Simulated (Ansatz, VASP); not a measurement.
**Ti5C4 in VASP and in Ansatz**

The input INCAR:

```
PREC     = Accurate       # precision mode
ENCUT    = 520            # plane-wave cutoff, eV
EDIFF    = 1E-7           # SCF threshold, eV
ISMEAR   = 0              # smearing method
SIGMA    = 0.1            # smearing width, eV
LREAL    = F              # projectors in reciprocal space
LASPH    = T              # aspherical terms in the spheres
NELM     = 60             # most SCF steps
ALGO     = Normal         # electronic algorithm
ISIF     = 2              # what is computed and relaxed
LWAVE    = F              # write WAVECAR
LCHARG   = T              # write CHGCAR
LDIPOL   = T            
IDIPOL   = 3            
DIPOL    = 0.5 0.5 0.500
GGA      = PE             # functional
LELF     = T              # ELF
LVHAR    = T            
LVACPOTAV= T            
NBANDS   = 48             # bands
```

File KPOINTS:

```
Automatic mesh
0
Gamma
  12 12 1
```

Contents of POSCAR:

```
Ti5C4
1.0
    3.0638392697      0.0000000000      0.0000000000
   -1.5319196349      2.6533626407      0.0000000000
    0.0000000000      0.0000000000     13.0064571530
Ti C
5 4
Direct
    0.6666666667      0.3333333333      0.1153273318
    0.3333333333      0.6666666667      0.3076636659
    0.0000000000      0.0000000000      0.5000000000
    0.6666666667      0.3333333333      0.6923363341
    0.3333333333      0.6666666667      0.8846726682
    0.0000000000      0.0000000000      0.2114954989
    0.6666666667      0.3333333333      0.4038318330
    0.3333333333      0.6666666667      0.5961681670
    0.0000000000      0.0000000000      0.7885045011
```

Input for Ansatz:

```yaml
crystal:
  lattice:
    - [3.0638392697, 0.0, 0.0]
    - [-1.5319196349, 2.6533626407, 0.0]
    - [0.0, 0.0, 13.006457153]
  atoms:
    - { symbol: Ti, position: [0.6666666667, 0.3333333333, 0.1153273318] }
    - { symbol: C, position: [0.0, 0.0, 0.2114954989] }
    - { symbol: Ti, position: [0.3333333333, 0.6666666667, 0.3076636659] }
    - { symbol: C, position: [0.6666666667, 0.3333333333, 0.403831833] }
    - { symbol: Ti, position: [0.0, 0.0, 0.5] }
    - { symbol: C, position: [0.3333333333, 0.6666666667, 0.596168167] }
    - { symbol: Ti, position: [0.6666666667, 0.3333333333, 0.6923363341] }
    - { symbol: C, position: [0.0, 0.0, 0.7885045011] }
    - { symbol: Ti, position: [0.3333333333, 0.6666666667, 0.8846726682] }
basis:
  ecutwfc: 420
kpoints:
  mp_grid: { grid: [12, 12, 1] }
hamiltonian:
  xc: pbe
scf:
  occupations: { method: gaussian, width: 0.1 }
  max_iter: 86
output:
  forces: true
  stress: true
  eigenvalues: true
efield:
  axis: 3
  dipole_correction: true
  ramp_width: 0.04
```

Alike in both runs: task single point; functional PBE; k mesh 12 × 12 × 1; occupations gaussian, width 0.1 eV; no spin polarisation.

|  | VASP | Ansatz |
| --- | --- | --- |
| version | VASP 6.6.1 | Ansatz 0.2.0 |
| potentials or method | VASP PAW PBE potentials, release 64 (Ti_sv, C), cutoff 520 eV | scalar-relativistic, plane waves, PAW |
| valence electrons in the cell | 76 | 76 |

VASP gave:

```
gap on the k mesh at the Fermi level (eV) : none
rms of the force components (eV/Å)        : 0.630
```

Question: Which values does Ansatz return?

Answer: gap on the k mesh at the Fermi level (eV): none; rms of the force components (eV/Å): 0.634.

A gap of «none» marks a metal or a gap that the smearing closes. Ansatz's warnings: vacuum below fermi, vacuum density over bound.
